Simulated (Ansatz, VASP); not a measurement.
Two plane-wave programs on Te2Mo

INCAR

```
SYSTEM = Te2Mo
PREC = Accurate ; ENCUT = 520
EDIFF = 1E-6 ; ISMEAR = 0
SIGMA = 0.05 ; LREAL = .FALSE.
LASPH = .TRUE. ; NELM = 60
ALGO = Normal ; ISIF = 2
LWAVE = .FALSE. ; LCHARG = .FALSE.
GGA = CA ; NBANDS = 20
```

The input KPOINTS:

```
regular mesh
0
G
  12 12 2
  0 0 0
```

File POSCAR:

```
Te2Mo
1.0
    3.7026421266      0.0000000000      0.0000000000
   -1.8513210633      3.2065821427      0.0000000000
    0.0000000000      0.0000000000     16.1221331944
Te Mo
2 1
Direct
    0.3333333333      0.6666666667      0.8978554500
    0.3333333333      0.6666666667      0.1021445500
    0.0000000000      0.0000000000      0.0000000000
```

Input for Ansatz:

```yaml
crystal:
  lattice:
    - [3.7026421266, 0.0, 0.0]
    - [-1.8513210633, 3.2065821427, 0.0]
    - [0.0, 0.0, 16.1221331944]
  atoms:
    - { symbol: Te, position: [0.3333333333, 0.6666666667, 0.89785545] }
    - { symbol: Te, position: [0.3333333333, 0.6666666667, 0.10214455] }
    - { symbol: Mo, position: [0.0, 0.0, 0.0] }
basis:
  ecutwfc: 420
kpoints:
  mp_grid: { grid: [12, 12, 2] }
hamiltonian:
  xc: lda
scf:
  occupations: { method: gaussian, width: 0.05 }
output:
  forces: true
  stress: true
  eigenvalues: true
```

Change from the starting cell: strain +0.040 along x and y, -0.080 along z, atoms carried along.

Alike in both runs: task single point; functional LDA; k mesh 12 × 12 × 2; occupations gaussian, width 0.05 eV; no spin polarisation.

```csv
,VASP,Ansatz
version,VASP 6.6.1,Ansatz 0.2.0
potentials or method,"VASP PAW LDA potentials, release 64 (Te, Mo_sv), cutoff 520 eV","scalar-relativistic, plane waves, PAW"
valence electrons in the cell,26,46
```

```tsv
	VASP	Ansatz	Ansatz less VASP
gap on the k mesh at the Fermi level (eV)	0.28	0.30	+0.018
least direct gap on the mesh (eV)	0.68	0.69	+0.003
rms of the force components (eV/Å)	0.511	0.478	-0.0324
```

LDA's correlation is that of Perdew and Zunger in VASP and of Perdew and Wang (1992) in Ansatz. Atom by atom the forces differ by 0.032 eV/Å (rms over components). VASP's potentials hold 26 valence electrons a cell and Ansatz's 46, so a difference there can come from the potentials and not from the codes.

Neither program's run includes spin-orbit coupling.
